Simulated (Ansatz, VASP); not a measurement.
# Two plane-wave programs on As

```xyz
8
Lattice="5.4372 0.0000 0.0000 0.0000 5.4372 0.0000 0.0000 0.0000 5.4372" Properties=species:S:1:pos:R:3 pbc="T T T"
As    0.0000    5.4372    5.4372
As    2.7186    2.7186    2.7186
As    1.3593    0.0000    2.7186
As    4.0779    0.0000    2.7186
As    2.7186    1.3593    5.4372
As    2.7186    4.0779    5.4372
As    5.4372    2.7186    1.3593
As    5.4372    2.7186    4.0779
```

Alike in both runs: functional RPBE; k mesh 5 × 5 × 5; occupations fermi-dirac, width 0.1 eV; no spin polarisation.

Ansatz relaxed the structure, and its values are those at the end. VASP's run is a single point on that final structure, the one shown.

|  | VASP | Ansatz |
| --- | --- | --- |
| version | VASP 6.6.1 | Ansatz 0.2.0 |
| potentials or method | VASP PAW PBE potentials, release 64 (As), cutoff 520 eV | plane waves (420 eV) with PAW, scalar-relativistic |
| valence electrons in the cell | 40 | 120 |

|  | VASP | Ansatz | Ansatz less VASP |
| --- | --- | --- | --- |
| pressure (GPa) | 0.0 | 0.0 | 0.00 |

VASP's potentials were made for PBE, not for RPBE. With one functional, cell and mesh, what is left measures potentials, basis and numerics. VASP's potentials hold 40 valence electrons a cell and Ansatz's 120, so a difference there can come from the potentials and not from the codes.
